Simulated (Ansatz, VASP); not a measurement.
# Ir in VASP and in Ansatz

```
Ir
1.0
    -1.53981    1.53981    1.53981
     1.53981   -1.53981    1.53981
     1.53981    1.53981   -1.53981
Ir
1
Cartesian
  0.0000 0.0000 0.0000
```

Change from the starting cell: volume scaled by 0.97.

Alike in both runs: task single point; functional PBE; k mesh 19 × 19 × 19; occupations fermi-dirac, width 0.08 eV; no spin polarisation.

|  | VASP | Ansatz |
| --- | --- | --- |
| version | VASP 6.6.1 | Ansatz 0.2.0 |
| potentials or method | VASP PAW PBE potentials, release 64 (Ir), cutoff 520 eV | all-electron LAPW, scalar-relativistic |

|  | VASP | Ansatz | Ansatz less VASP |
| --- | --- | --- | --- |
| pressure (GPa) | 10.7 | 10.0 | -0.67 |

Ansatz ran all-electron here, and VASP with PAW potentials.

Spin-orbit coupling is off throughout.
